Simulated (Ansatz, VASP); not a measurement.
## One calculation of SnSe2, two programs

```
Sn Se
1.0
     3.81100    0.00000    0.00000
    -1.90550    3.30042    0.00000
     0.00000    0.00000    6.19736
Sn Se
1 2
Direct
  0.00000 0.00000 0.00000
  0.33333 0.66667 0.25925
  0.66667 0.33333 0.74075
```

Change from the starting cell: z stretched by +1 %, ions relaxed.

Alike in both runs: functional PBE; k mesh 13 × 13 × 7; occupations fermi-dirac, width 0.02 eV; no spin polarisation.

Ansatz relaxed the structure, and its values are those at the end. VASP's run is a single point on that final structure, the one shown.

|  | VASP | Ansatz |
| --- | --- | --- |
| version | VASP 6.6.1 | Ansatz 0.2.0 |
| potentials or method | VASP PAW PBE potentials, release 64 (Sn_d, Se) | plane-wave PAW, scalar-relativistic |
| plane-wave cutoff (eV) | 520 | 420 |
| valence electrons in the cell | 26 | 46 |

VASP gave:

| Quantity | Value |
| --- | --- |
| pressure (GPa) | 2.5 |
| rms of the force components (eV/Å) | 0.003 |

**Question.** Estimate Ansatz's values.

**Answer.** Pressure (GPa): 2.4; rms of the force components (eV/Å): 0.003.

VASP's potentials hold 26 valence electrons a cell and Ansatz's 46, so a difference there can come from the potentials and not from the codes. Ansatz's warnings: stress scf threshold loose.
